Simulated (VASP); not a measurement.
Input of a VASP 6.6.1 run:

Contents of INCAR:

```
PREC     = Accurate       # precision mode
ENCUT    = 600            # plane-wave cutoff, eV
EDIFF    = 1E-6           # SCF threshold, eV
ISMEAR   = 0              # smearing method
SIGMA    = 0.1            # smearing width, eV
LREAL    = F              # projectors in reciprocal space
LASPH    = T              # aspherical terms in the spheres
NELM     = 150            # most SCF steps
ALGO     = Fast           # electronic algorithm
ISIF     = 3              # what is computed and relaxed
LWAVE    = F              # write WAVECAR
LCHARG   = F              # write CHGCAR
ISPIN    = 2              # spin polarisation
MAGMOM   = 0.32 0 0 0     # initial moments
LORBIT   = 11             # projections on sites
LMAXMIX  = 4              # l up to which the mixer works
GGA      = PE             # functional
IBRION   = 2              # ionic algorithm
NSW      = 90             # ionic steps
EDIFFG   = -0.04          # ionic threshold
```

File KPOINTS:

```
regular mesh
0
Gamma
  4 4 4
```

POSCAR

```
CoW3
1.0
    3.8430263580      0.0000000000      0.0000000000
    0.0000000000      3.8430263580      0.0000000000
    0.0000000000      0.0000000000      3.8430263580
Co W
1 3
Direct
    0.0000000000      0.0000000000      0.0000000000
    0.0000000000      0.5000000000      0.5000000000
    0.5000000000      0.0000000000      0.5000000000
    0.5000000000      0.5000000000      0.0000000000
```

Potentials or basis: VASP PAW PBE potentials, release 64 (Co, W_sv).

The run is started by

```sh
$ cat potpaw_PBE.64/Co/POTCAR potpaw_PBE.64/W_sv/POTCAR > POTCAR
$ mpirun -np 1 vasp_std > vasp.out
```

(1) Estimate the relaxed volume.

(2) Estimate the site moments.

Results:

(1) 14.85 Å³/atom.

(2) Co +0.45; W +0.02 μB.

Caveat: the k points lie up to 0.40 Å⁻¹ apart in the final cell.
